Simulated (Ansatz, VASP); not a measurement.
CdTe: VASP beside Ansatz

The input INCAR:

```
ALGO = Normal
EDIFF = 1E-6
ENCUT = 520
GGA = PE
ISIF = 2
ISMEAR = 0
LASPH = True
LCHARG = False
LREAL = False
LWAVE = False
NBANDS = 16
NELM = 60
PREC = Accurate
SIGMA = 0.02
```

File KPOINTS:

```
k-points
0
Gamma
  8 8 8
```

File POSCAR:

```
CdTe
1.0
    0.0000000000      3.2191340500      3.2191340500
    3.2191340500      0.0000000000      3.2191340500
    3.2191340500      3.2191340500      0.0000000000
Cd Te
1 1
Direct
    0.0000000000      0.0000000000      0.0000000000
    0.7500000000      0.7500000000      0.7500000000
```

Input for Ansatz:

```yaml
crystal:
  lattice:
    - [0.0, 3.21913405, 3.21913405]
    - [3.21913405, 0.0, 3.21913405]
    - [3.21913405, 3.21913405, 0.0]
  atoms:
    - { symbol: Cd, position: [0.0, 0.0, 0.0] }
    - { symbol: Te, position: [0.75, 0.75, 0.75] }
basis:
  ecutwfc: 420
kpoints:
  mp_grid: { grid: [8, 8, 8] }
hamiltonian:
  xc: pbe
scf:
  occupations: { method: gaussian, width: 0.02 }
output:
  forces: true
  stress: true
  eigenvalues: true
```

Alike in both runs: task single point; functional PBE; k mesh 8 × 8 × 8; occupations gaussian, width 0.02 eV; no spin polarisation.

```csv
,VASP,Ansatz
version,VASP 6.6.1,Ansatz 0.2.0
potentials or method,"VASP PAW PBE potentials, release 64 (Cd, Te), cutoff 520 eV","scalar-relativistic, plane waves, PAW"
valence electrons in the cell,18,36
```

Ansatz gave:

| Property | Result |
| --- | --- |
| gap on the k mesh at the Fermi level (eV) | 0.83 |
| least direct gap on the mesh (eV) | 0.83 |
| pressure (GPa) | 3.5 |

Q: What did VASP give for the same quantities?

A: gap on the k mesh at the Fermi level (eV): 0.83; least direct gap on the mesh (eV): 0.83; pressure (GPa): 3.7.

VASP's potentials hold 18 valence electrons a cell and Ansatz's 36, so a difference there can come from the potentials and not from the codes.

Neither program's run includes spin-orbit coupling.
